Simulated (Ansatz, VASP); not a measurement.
## Two plane-wave programs on Pd

INCAR

```
PREC = Accurate ; ENCUT = 520
EDIFF = 1E-6 ; ISMEAR = 0
SIGMA = 0.1 ; LREAL = F
LASPH = T ; NELM = 150
ALGO = Normal ; ISIF = 2
LWAVE = F ; LCHARG = T
ISPIN = 2 ; MAGMOM = 0.288
LORBIT = 11 ; LMAXMIX = 4
GGA = PE ; LELF = T
LVHAR = T ; NBANDS = 15
```

KPOINTS

```
regular mesh
0
Gamma
  14 14 14
```

Contents of POSCAR:

```
Pd
1.0
    0.0000000000      1.9737080107      1.9737080107
    1.9737080107      0.0000000000      1.9737080107
    1.9737080107      1.9737080107      0.0000000000
Pd
1
Direct
    0.0000000000      0.0000000000      0.0000000000
```

Input for Ansatz:

```yaml
crystal:
  lattice:
    - [0.0, 1.9737080107, 1.9737080107]
    - [1.9737080107, 0.0, 1.9737080107]
    - [1.9737080107, 1.9737080107, 0.0]
  atoms:
    - { symbol: Pd, position: [0.0, 0.0, 0.0], spin: 0.288 }
hamiltonian:
  xc: pbe
  pseudopotentials:
    kind: paw
    azcp:
      Pd: "pseudopotentials/Pd.paw.azcp"
basis:
  ecutwfc: 420
  fft_grid_basis: typed
kpoints:
  mp_grid: { grid: [14, 14, 14], shift: [0, 0, 0] }
magnetization:
  spin_polarized: true
scf:
  occupations: { method: gaussian, width: 0.1 }
  lower_state_search: "off"
output:
  stress: true
```

Alike in both runs: task single point; functional PBE; k mesh 14 × 14 × 14; occupations gaussian, width 0.1 eV; collinear spin.

|  | VASP | Ansatz |
| --- | --- | --- |
| version | VASP 6.6.1 | Ansatz 0.2.0 |
| potentials or method | VASP PAW PBE potentials, release 64 (Pd), cutoff 520 eV | plane waves (420 eV) with PAW, scalar-relativistic |
| valence electrons in the cell | 10 | 18 |

|  | VASP | Ansatz | Ansatz less VASP |
| --- | --- | --- | --- |
| pressure (GPa) | -0.3 | 0.0 | +0.33 |
| net moment per atom (μB) | 0.43 | 0.43 | 0.000 |
| size of the moment on the site where the two differ most (μB) | 0.43 | 0.44 | +0.006 |

Site moments also hang on the region over which each program counts them. The functional is the same, so the differences come from potentials, cutoffs and numerics. VASP's potentials hold 10 valence electrons a cell and Ansatz's 18, so a difference there can come from the potentials and not from the codes.
